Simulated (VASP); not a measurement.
A run of VASP 6.6.1 is set up as follows.

File POSCAR:

```
LiH
1.0
    0.0000000000      2.1451220099      2.1208821312
    2.1451220099      0.0000000000      2.1208821312
    2.1451220099      2.1451220099      0.0000000000
Li H
1 1
Direct
    0.0000000000      0.0000000000      0.0000000000
    0.2500000000      0.2500000000      0.2500000000
```

File INCAR.step1:

```
SYSTEM = LiH
PREC = Accurate
ENCUT = 520
EDIFF = 1E-5
ISMEAR = 0
SIGMA = 0.01
LREAL = .FALSE.
LASPH = .TRUE.
NELM = 80
ALGO = Normal
ISIF = 2
LWAVE = .TRUE.
LCHARG = .FALSE.
GGA = PE
NBANDS = 9
```

The input INCAR.step2:

```
SYSTEM = LiH
PREC = Accurate
ENCUT = 520
EDIFF = 1E-6
ISMEAR = 0
SIGMA = 0.01
LREAL = .FALSE.
LASPH = .TRUE.
NELM = 80
ALGO = Normal
ISIF = 2
LWAVE = .FALSE.
LCHARG = .FALSE.
GGA = PE
LHFCALC = .TRUE.
HFSCREEN = 0.2079
PRECFOCK = Normal
ISTART = 1
NBANDS = 9
```

The input KPOINTS:

```
regular mesh
0
G
  8 8 8
  0 0 0
```

Potentials or basis: VASP PAW PBE potentials, release 64 (Li_sv, H).

Launch:

```console
$ cat potpaw_PBE.64/Li_sv/POTCAR potpaw_PBE.64/H/POTCAR > POTCAR
$ cp INCAR.step1 INCAR
$ mpirun -np 1 vasp_std > vasp.out
$ cp INCAR.step2 INCAR
$ mpirun -np 1 vasp_std > vasp.out
```

What does it give for the band gap on the k mesh?

5.25 eV (least direct gap 6.45 eV).

Caveat: the cell differs from its parent crystal (uniaxial z strain -1.1%); the structure was generated, so it needn't be the stable form of LiH. A k mesh can miss the band edges.
